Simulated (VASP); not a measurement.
# BIr3Pd (P6/mmm) in VASP: relaxation of cell and atoms with PBE

Aim: the relaxation of cell and atoms of BIr3Pd with PBE.

Everything below comes from runs of VASP 6.6.1. Logs are shortened: lines on timing, memory, paths and dates and some standing lists are left out, and cuts for length are marked.

## (1) The cell of the first run

It takes space group P6/mmm (No. 191, hexagonal). Conventional cell: a = 4.937 Å, b = 4.937 Å, c = 4.098 Å, α = 90.00°, β = 90.00°, γ = 120.00°. B (site symmetry 6/mmm) has 2 Pd at 2.05 Å and 6 Ir at 2.47 Å within 2.7 Å. Within 2.7 Å of Pd (site symmetry 6/mmm) lie 2 B at 2.05 Å. Ir (site symmetry mmm) has 4 Ir at 2.47 Å and 2 B at 2.47 Å and 4 Pd at 3.21 Å within 3.3 Å.

## (2) Relaxation of cell and atoms, PBE

The input, INCAR:

```
ALGO = Normal
EDIFF = 1E-7
EDIFFG = -0.01
ENCUT = 500
GGA = PE
GGA_COMPAT = False
IBRION = 2
ISIF = 3
ISMEAR = -1
LASPH = True
LCHARG = False
LREAL = False
LWAVE = False
NELM = 120
NELMIN = 4
NSW = 100
PREC = Accurate
SIGMA = 0.1
```

The input, KPOINTS:

```
k-points
0
Gamma
  12 12 10
```

The input, POSCAR:

```
BIr3Pd
1.0
    4.9365220926      0.0000000000      0.0000000000
   -2.4682610463      4.2751535385      0.0000000000
    0.0000000000      0.0000000000      4.0980202929
B Pd Ir
1 1 3
Direct
    0.0000000000      0.0000000000      0.5000000000
    0.0000000000      0.0000000000      0.0000000000
    0.5000000000      0.0000000000      0.5000000000
    0.0000000000      0.5000000000      0.5000000000
    0.5000000000      0.5000000000      0.5000000000
```

Potentials or basis: VASP PAW PBE potentials, release 64 (B, Pd, Ir).

Launch:

```
> cat potpaw_PBE.64/B/POTCAR potpaw_PBE.64/Pd/POTCAR potpaw_PBE.64/Ir/POTCAR > POTCAR
> mpirun -np 1 vasp_std > vasp.out
```

OUTCAR:

```text
EDIFF = 1E-7
   EDIFFG = -0.01
   ENCUT = 500
   GGA = PE
   IBRION = 2
   ISIF = 3
   ISMEAR = -1
   LASPH = True
   LREAL = False
   NELM = 120
   NELMIN = 4
   NSW = 100
   PREC = Accurate

 ion  position               nearest neighbor table
   1  0.000  0.000  0.500-   2 2.05   2 2.05   5 2.47   4 2.47   4 2.47   5 2.47   3 2.47   3 2.47

   2  0.000  0.000  0.000-   1 2.05   1 2.05   5 3.21   4 3.21   4 3.21   5 3.21   4 3.21   4 3.21
                             5 3.21   5 3.21   3 3.21   3 3.21   3 3.21   3 3.21
   3  0.500  0.000  0.500-   4 2.47   5 2.47   5 2.47   4 2.47   1 2.47   1 2.47   2 3.21   2 3.21
                             2 3.21   2 3.21
   4  0.000  0.500  0.500-   1 2.47   3 2.47   1 2.47   3 2.47   5 2.47   5 2.47   2 3.21   2 3.21
                             2 3.21   2 3.21
   5  0.500  0.500  0.500-   1 2.47   3 2.47   3 2.47   1 2.47   4 2.47   4 2.47   2 3.21   2 3.21
                             2 3.21   2 3.21

  LATTYP: Found a hexagonal cell.
 ALAT       =     4.9365220926
 C/A-ratio  =     0.8301432093

  Lattice vectors:

 A1 = (   4.9365220926,   0.0000000000,   0.0000000000)
 A2 = (  -2.4682610463,   4.2751535385,   0.0000000000)
 A3 = (   0.0000000000,   0.0000000000,   4.0980202929)

Analysis of symmetry for initial positions (statically):
=====================================================================
 Subroutine PRICEL returns:
 Original cell was already a primitive cell.

 Routine SETGRP: Setting up the symmetry group for a
 hexagonal supercell.

 Subroutine GETGRP returns: Found 24 space group operations
 (whereof 24 operations were pure point group operations)
 out of a pool of 24 trial point group operations.

The static configuration has the point symmetry D_6h.

Analysis of symmetry for dynamics (positions and initial velocities):
=====================================================================
 Subroutine PRICEL returns:
 Original cell was already a primitive cell.

 Routine SETGRP: Setting up the symmetry group for a
 hexagonal supercell.

 Subroutine GETGRP returns: Found 24 space group operations
 (whereof 24 operations were pure point group operations)
 out of a pool of 24 trial point group operations.

The dynamic configuration has the point symmetry D_6h.

 Subroutine INISYM returns: Found 24 space group operations
 (whereof 24 operations are pure point group operations),
 and found     1 'primitive' translations

----------------------------------------------------------------------------------------

                                     Primitive cell

  volume of cell :      86.4862

  direct lattice vectors                    reciprocal lattice vectors
     4.936522093  0.000000000  0.000000000     0.202571766  0.116954864  0.000000000
    -2.468261046  4.275153538  0.000000000     0.000000000  0.233909728  0.000000000
     0.000000000  0.000000000  4.098020293     0.000000000  0.000000000  0.244020266

  length of vectors
     4.936522093  4.936522093  4.098020293     0.233909728  0.233909728  0.244020266

  position of ions in fractional coordinates (direct lattice)
     0.000000000  0.000000000  0.500000000
     0.000000000  0.000000000  0.000000000
     0.500000000  0.000000000  0.500000000
     0.000000000  0.500000000  0.500000000
     0.500000000  0.500000000  0.500000000

  ion indices of the primitive-cell ions
   primitive index   ion index
                 1           1
                 2           2
                 3           3
                 4           4
                 5           5

----------------------------------------------------------------------------------------

 KPOINTS: k-points

Automatic generation of k-mesh.
 Grid dimensions read from file:
 generate k-points for:   12   12   10

 Generating k-lattice:

  Cartesian coordinates                     Fractional coordinates (reciprocal lattice)
     0.016880981  0.009746239  0.000000000     0.083333333  0.000000000  0.000000000
     0.000000000  0.019492477  0.000000000     0.000000000  0.083333333  0.000000000
     0.000000000  0.000000000  0.024402027     0.000000000  0.000000000  0.100000000

  Length of vectors
     0.019492477  0.019492477  0.024402027

  Shift w.r.t. Gamma in fractional coordinates (k-lattice)
     0.000000000  0.000000000  0.000000000

 Subroutine IBZKPT returns following result:
 ===========================================

 Found    114 irreducible k-points:

 Following reciprocal coordinates:
            Coordinates               Weight
  0.000000  0.000000  0.000000      1.000000
  0.083333  0.000000  0.000000      6.000000
  0.166667  0.000000  0.000000      6.000000
  0.250000  0.000000  0.000000      6.000000
  0.333333 -0.000000  0.000000      6.000000
  0.416667  0.000000  0.000000      6.000000
[... 16 lines left out ...]
  0.250000  0.000000  0.100000     12.000000
  0.333333 -0.000000  0.100000     12.000000
 [... further k-points ...]
   k-points           NKPTS =    114   k-points in BZ     NKDIM =    114   number of bands    NBANDS=     24
   number of dos      NEDOS =    301   number of ions     NIONS =      5
   total plane-waves  NPLWV =  38880
   dimension x,y,z NGX =    36 NGY =   36 NGZ =   30
   dimension x,y,z NGXF=    72 NGYF=   72 NGZF=   60
   ions per type =               1   1   3
   NGX,Y,Z   is equivalent  to a cutoff of  12.12, 12.12, 12.17 a.u.
   NGXF,Y,Z  is equivalent  to a cutoff of  24.25, 24.25, 24.34 a.u.
 SYSTEM =  unknown system
   PREC   = accura    normal or accurate (medium, high low for compatibility)
   ISTART =      0    job   : 0-new  1-cont  2-samecut
   ICHARG =      2    charge: 1-file 2-atom 10-const
   ISPIN  =      1    spin polarized calculation?
   LNONCOLLINEAR =      F non collinear calculations
   LSORBIT =      F    spin-orbit coupling
   LASPH  =      T    aspherical Exc in radial PAW
   ENCUT  =  500.0 eV  36.75 Ry    6.06 a.u.   9.00  9.00  7.47*2*pi/ulx,y,z
   NELM   =    120;   NELMIN=  4; NELMDL= -5     # of ELM steps
   EDIFF  = 0.1E-06   stopping-criterion for ELM
   LREAL  =      F    real-space projection
   EDIFFG = -.1E-01   stopping-criterion for IOM
   NSW    =    100    number of steps for IOM
   IBRION =      2    ionic relax: 0-MD 1-quasi-New 2-CG
   NFREE  =      1    steps in history (QN), initial steepest desc. (CG)
   ISIF   =      3    stress and relaxation
   ISYM   =      2    0-nonsym 1-usesym 2-fastsym
   POTIM  = 0.5000    time-step for ionic-motion
   TEBEG  =    0.0;   TEEND  =   0.0 temperature during run
   PSTRESS=    0.0 pullay stress
   NELECT =      40.0000    total number of electrons
   NUPDOWN=      -1.0000    fix difference up-down
   EMIN   =  10.00;   EMAX   =-10.00  energy-range for DOS
   EFERMI =   0.00;   METHOD = LEGACY
   ISMEAR =    -1;   SIGMA  =   0.10  broadening in eV -4-tet -1-fermi 0-gaus
   EFERMI_NEDOS =   21; number of points for ismear=-14 and -15
   IALGO  =     38    algorithm
   IMIX   =      4    mixing-type and parameters
     AMIX     =   0.40;   BMIX     =  1.00
     AMIX_MAG =   1.60;   BMIX_MAG =  1.00
  volume/ion in A,a.u.               =      17.30       116.73
  Fermi-wavevector in a.u.,A,eV,Ry     =   1.266035  2.392460 21.808040  1.602846
  Thomas-Fermi vector in A             =   2.399257
   LORBIT       =      0    0 simple, 1 ext, 2 COOP (PROOUT), +10 PAW based schemes
   GGA     = PE    functional components
   LHFCALC =     F    Hartree Fock is set to
   AEXX    =    0.0000 exact exchange contribution
   IVDW    =     0    specifies the selected vdW correction
   LEPSILON=     F    determine dielectric tensor
   LRPA    =     F    only Hartree local field effects (RPA)
 conjugate gradient relaxation of ions
 non-spin polarized calculation
  energy-cutoff  :      500.00
  volume of cell :       86.49
 maximum number of plane-waves:      2219
 NGX is ok and might be reduce to    36
   NGX = 17   NGY = 17   NGZ = 15

--------------------------------------- Ionic step        1  -------------------------------------------

 number of electron      39.9999992 magnetization

 Free energy of the ion-electron system (eV)
  ---------------------------------------------------
  ext. energy  EPLUGINS =         0.00000000
  ---------------------------------------------------
  free energy    TOTEN  =       -33.56767494 eV

  energy without entropy =      -33.37191110  energy(sigma->0) =      -33.46979302

------------------------ aborting loop because EDIFF is reached ----------------------------------------

  FORCE on cell =-STRESS in cart. coord.  units (eV):
  Direction    XX          YY          ZZ          XY          YZ          ZX
  --------------------------------------------------------------------------------------
  -------------------------------------------------------------------------------------
  Total        0.1276368      0.1276368      0.0239128      0.0000000     -0.0000000     -0.0000000
  in kB        2.3645023      2.3645023      0.4429909      0.0000000     -0.0000000     -0.0000000
  external PRESSURE =       1.7239985 kB  Pullay stress =       0.0000000 kB
[... 63 lines left out ...]
  energy  without entropy=      -33.3706421125  energy(sigma->0) =      -33.46904496

--------------------------------------- Ionic step        3  -------------------------------------------

 number of electron      39.9999992 magnetization

 Free energy of the ion-electron system (eV)
  ---------------------------------------------------
  ext. energy  EPLUGINS =         0.00000000
  ---------------------------------------------------
  free energy    TOTEN  =       -33.56771879 eV

  energy without entropy =      -33.37166154  energy(sigma->0) =      -33.46969017

 E-fermi :   5.7952     XC(G=0): -11.5599

 val. band max:        5.7924856424   @ k =   0.3333   0.1667   0.2000
 cond. band min:       5.7975401498   @ k =   0.0833   0.0833   0.0000
 fundamental gap:      0.0050545074
 Fermi energy:         5.7952363253

 k-point     1 :       0.0000    0.0000    0.0000
  band No.  band energies     occupation
      1      -4.7466      2.00000
      2      -2.5770      2.00000
      3      -0.3458      2.00000
      4      -0.3458      2.00000
      5       0.8114      2.00000
      6       1.4067      2.00000
[... 637 lines left out ...]
     23       7.1389      0.00000
     24       7.5155      0.00000

 [... further k-points ...]

------------------------ aborting loop because EDIFF is reached ----------------------------------------

  FORCE on cell =-STRESS in cart. coord.  units (eV):
  Direction    XX          YY          ZZ          XY          YZ          ZX
  --------------------------------------------------------------------------------------
  -------------------------------------------------------------------------------------
  Total        0.0074226      0.0074226     -0.0016458      0.0000000     -0.0000000     -0.0000000
  in kB        0.1374016      0.1374016     -0.0304655      0.0000000     -0.0000000     -0.0000000
  external PRESSURE =       0.0814459 kB  Pullay stress =       0.0000000 kB
[... 20 lines left out ...]
  FREE ENERGIE OF THE ION-ELECTRON SYSTEM (eV)
  ---------------------------------------------------
  free  energy   TOTEN  =       -33.5677187922 eV

  energy  without entropy=      -33.3716615391  energy(sigma->0) =      -33.46969017

 reached required accuracy - stopping structural energy minimisation
```

Run time: 3.4 min. Hardware: 1 thread of Intel Xeon 6975P-C (Granite Rapids), shared host; peak memory 0.37 GiB.

Results:

```yaml
Free_energy: -33.5677 eV
Relaxed_volume: 17.31 Å³/atom
Relaxed_cell: a = 4.938 Å, b = 4.938 Å, c = 4.098 Å, α = 90.00°, β = 90.00°, γ = 120.00°
Space_group_after_relaxing_to_0.1_Å: P6/mmm (No. 191)
Energy_gained_by_relaxing: 0.0 meV/atom
Ionic_steps: 3
Pressure_after_relaxing: 0.0 GPa
Band_gap_on_the_k_mesh: zero (bands 20 and 21 overlap by 1.36 eV)
```

Final structure:
```
B Pd Ir
1.0
     4.93824    0.00000    0.00000
    -2.46912    4.27664    0.00000
     0.00000    0.00000    4.09829
B Pd Ir
1 1 3
Direct
  0.00000 0.00000 0.50000
  0.00000 0.00000 0.00000
  0.50000 0.00000 0.50000
  0.00000 0.50000 0.50000
  0.50000 0.50000 0.50000
```

Caveat: spin-orbit coupling is left out, which moves the levels of the heavy elements.
